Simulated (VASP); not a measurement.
Mg2PbN2: single point with PBE

Crystal: Mg2PbN2.

```
CELL_PARAMETERS angstrom
3.62686 0.00000 0.00000
-1.81343 3.14096 0.00000
0.00000 0.00000 6.56589
ATOMIC_POSITIONS crystal
Mg 0.66667 0.33333 0.13878
Mg 0.33333 0.66667 0.86122
Pb 0.00000 0.00000 0.50000
N 0.66667 0.33333 0.79746
N 0.33333 0.66667 0.20255
```

```json
{
  "Program": "VASP 6.6.1",
  "Task": "single point",
  "Functional": "PBE",
  "Potentials or basis": "VASP PAW PBE potentials, release 64 (Mg, Pb_d, N)",
  "Cutoff": "520 eV",
  "k mesh": "5 × 5 × 2",
  "Occupations": "gaussian, width 0.01 eV",
  "Spin": "no spin polarisation"
}
```

```json
{
  "Pressure": "-0.4 GPa",
  "Largest force": "0.014 eV/Å",
  "Band gap on the k mesh": "0.24 eV"
}
```

Forces in eV/Å, atoms in the order of the input:
```
Mg   0.000  0.000 -0.004
Mg   0.000  0.000  0.004
Pb   0.000  0.000  0.000
N    0.000  0.000  0.014
N    0.000  0.000 -0.014
```

Levels at points of the mesh, in eV from the valence-band top:
```csv
k point,band 12,band 13,band 14,band 15,band 16,band 17
"(0.00, 0.00, 0.00)",-1.51,-1.33,-1.33,1.88,4.06,5.20
"(0.00, 0.00, 0.50)",-1.22,-1.22,0.00,0.24,5.13,5.13
```

It took 31 s on 1 thread of Intel Xeon 8259CL (shared host), peak memory 0.19 GiB.

Caveat: the k points lie up to 0.48 Å⁻¹ apart; spin-orbit coupling is left out, which moves the levels of the heavy elements; an odd mesh through Γ misses points on the zone boundary, where band edges can lie.
